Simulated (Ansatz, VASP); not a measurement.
## MgGeSb2: VASP beside Ansatz

INCAR

```
SYSTEM = MgGeSb2
PREC = Accurate
ENCUT = 520
EDIFF = 1E-7
ISMEAR = -1
SIGMA = 0.02
LREAL = .FALSE.
LASPH = .TRUE.
NELM = 60
ALGO = Normal
ISIF = 2
LWAVE = .FALSE.
LCHARG = .FALSE.
GGA = PE
NBANDS = 21
```

The input KPOINTS:

```
Automatic mesh
0
G
  6 6 4
  0 0 0
```

POSCAR

```
MgGeSb2
1.0
    4.4024110354      0.0000000000      0.0000000000
    0.0000000000      4.4024110354      0.0000000000
    0.0000000000      0.0000000000      6.4951828979
Mg Sb Ge
1 2 1
Direct
    0.0000000000      0.0000000000      0.0000000000
    0.0000000000      0.5000000000      0.2607511150
    0.5000000000      0.0000000000      0.7392488850
    0.5000000000      0.5000000000      0.5000000000
```

Input for Ansatz:

```yaml
crystal:
  lattice:
    - [4.4024110354, 0.0, 0.0]
    - [0.0, 4.4024110354, 0.0]
    - [0.0, 0.0, 6.4951828979]
  atoms:
    - { symbol: Mg, position: [0.0, 0.0, 0.0] }
    - { symbol: Sb, position: [0.0, 0.5, 0.260751115] }
    - { symbol: Ge, position: [0.5, 0.5, 0.5] }
    - { symbol: Sb, position: [0.5, 0.0, 0.739248885] }
kpoints:
  mp_grid: { grid: [6, 6, 4] }
  band_path:
    path:
      - [[0.0, 0.0, 0.0], [0.0, 0.5, 0.0], [0.5, 0.5, 0.0], [0.0, 0.0, 0.0], [0.0, 0.0, 0.5], [0.0, 0.5, 0.5], [0.5, 0.5, 0.5], [0.0, 0.0, 0.5]]
      - [[0.0, 0.5, 0.0], [0.0, 0.5, 0.5]]
      - [[0.5, 0.5, 0.0], [0.5, 0.5, 0.5]]
    npoints: 10
hamiltonian:
  xc: pbe
scf:
  occupations: { method: fermi_dirac, width: 0.02 }
  n_extra_bands: 5
output:
  forces: true
  stress: true
  eigenvalues: true
```

Alike in both runs: task single point; functional PBE; k mesh 6 × 6 × 4; occupations fermi-dirac, width 0.02 eV; no spin polarisation.

|  | VASP | Ansatz |
| --- | --- | --- |
| version | VASP 6.6.1 | Ansatz 0.2.0 |
| potentials or method | VASP PAW PBE potentials, release 64 (Mg, Sb, Ge_d) | plane waves, PAW |
| plane-wave cutoff (eV) | 520 | 420 |
| valence electrons in the cell | 26 | 54 |

Ansatz gave:

- pressure (GPa): 1.3
- rms of the force components (eV/Å): 0.043

Problem. What did VASP give for the same quantities?

Solution. Pressure (GPa): 1.4; rms of the force components (eV/Å): 0.048.

VASP's potentials hold 26 valence electrons a cell and Ansatz's 54, so a difference there can come from the potentials and not from the codes.

Spin-orbit coupling is off throughout.
